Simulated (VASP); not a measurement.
Crystal: NaH.

```
Na H
1.0
     3.95331    0.00000    0.00000
    -1.97665    3.42366    0.00000
     0.00000    0.00000    4.82832
Na H
2 2
Direct
  0.33333 0.66667 0.25000
  0.66667 0.33333 0.75000
  0.66667 0.33333 0.25000
  0.33333 0.66667 0.75000
```

Program: VASP 6.6.1. Alike in all runs: task single point; no spin polarisation; cell as given; cutoff (eV) 520; smearing gaussian 0.01 eV.

**Question.** Order these runs on this cell by their band gap on the k mesh, lowest first.
A. level r2SCAN; potentials or basis VASP PAW PBE potentials, release 64 (Na_pv, H); k mesh 12 × 12 × 6
B. level PBE; potentials or basis VASP PAW PBE potentials, release 64 (Na_pv, H); k mesh 6 × 6 × 4
C. level LDA; potentials or basis VASP PAW LDA potentials, release 64 (Na_pv, H); k mesh 12 × 12 × 6

**Answer.** C (2.98 eV), B (3.33 eV), A (3.68 eV).

A k mesh can miss the band edges.
